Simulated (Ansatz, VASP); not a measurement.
**ZrO3 in VASP and in Ansatz**

```
Zr O
1.0
     4.11607    0.00000    0.03194
     0.00000    3.26174    0.00000
    -0.88661    0.00000    7.81953
Zr O
2 6
Direct
  0.27971 0.75000 0.64842
  0.72029 0.25000 0.35158
  0.87063 0.75000 0.19871
  0.12937 0.25000 0.80129
  0.24167 0.25000 0.45802
  0.75833 0.75000 0.54198
  0.49099 0.25000 0.80178
  0.50901 0.75000 0.19822
```

Alike in both runs: functional PBE; k mesh 6 × 8 × 4; occupations gaussian, width 0.02 eV; no spin polarisation.

Ansatz relaxed the structure, and its values are those at the end. VASP's run is a single point on that final structure, the one shown.

|  | VASP | Ansatz |
| --- | --- | --- |
| version | VASP 6.6.1 | Ansatz 0.2.0 |
| potentials or method | VASP PAW PBE potentials, release 64 (Zr_sv, O), cutoff 520 eV | scalar-relativistic, plane waves, PAW |
| valence electrons in the cell | 60 | 60 |

Ansatz gave:

```
gap on the k mesh at the Fermi level (eV) : 3.53
least direct gap on the mesh (eV)         : 3.63
pressure (GPa)                            : 0.0
rms of the force components (eV/Å)        : 0.000
```

Problem. Which values does VASP return?

Solution. gap on the k mesh at the Fermi level (eV): 3.50; least direct gap on the mesh (eV): 3.62; pressure (GPa): 0.6; rms of the force components (eV/Å): 0.103.

With one functional, cell and mesh, what is left measures potentials, basis and numerics.
